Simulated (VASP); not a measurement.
## LiH: single point with LDA

The system is LiH.

```xyz
4
Lattice="3.1794 0.0000 0.0000 -1.5897 2.7534 0.0000 0.0000 0.0000 3.9672" Properties=species:S:1:pos:R:3 pbc="T T T"
Li    0.0000    1.8356    0.9918
Li    1.5897    0.9178    2.9754
H     1.5897    0.9178    0.9918
H     0.0000    1.8356    2.9754
```

| Item | Value |
| --- | --- |
| Program | VASP 6.6.1 |
| Task | single point |
| Functional | LDA |
| Potentials or basis | VASP PAW LDA potentials, release 64 (Li_sv, H) |
| Cutoff | 520 eV |
| k mesh | 12 × 12 × 6 |
| Occupations | fermi-dirac, width 0.02 eV |
| Spin | no spin polarisation |
| Dipole correction | no |
| Further INCAR settings | ALGO = Normal; EDIFF = 1e-06; NBANDS = 12 |

The band gap on the k mesh is 1.28 eV (least direct gap 2.61 eV).

Levels at points of the mesh, in eV from the valence-band top:
| k point | band 1 | band 2 | band 3 | band 4 | band 5 | band 6 | band 7 | band 8 |
| --- | --- | --- | --- | --- | --- | --- | --- | --- |
| (0.00, 0.00, 0.00) | -43.80 | -43.71 | -5.66 | 0.00 | 2.61 | 10.56 | 10.56 | 11.72 |
| (0.50, 0.00, 0.00) | -43.76 | -43.73 | -3.08 | -2.42 | 4.36 | 6.48 | 7.01 | 8.45 |
| (0.00, 0.00, 0.50) | -43.75 | -43.75 | -4.11 | -4.11 | 9.86 | 9.86 | 12.66 | 12.66 |
| (0.50, 0.00, 0.50) | -43.74 | -43.74 | -2.75 | -2.75 | 4.02 | 4.02 | 9.31 | 9.31 |

Run time: 19 s on 1 thread of AMD EPYC 7R13 Processor (Zen 3), with other jobs on the host, peak memory 0.11 GiB.

 A k mesh can miss the band edges.
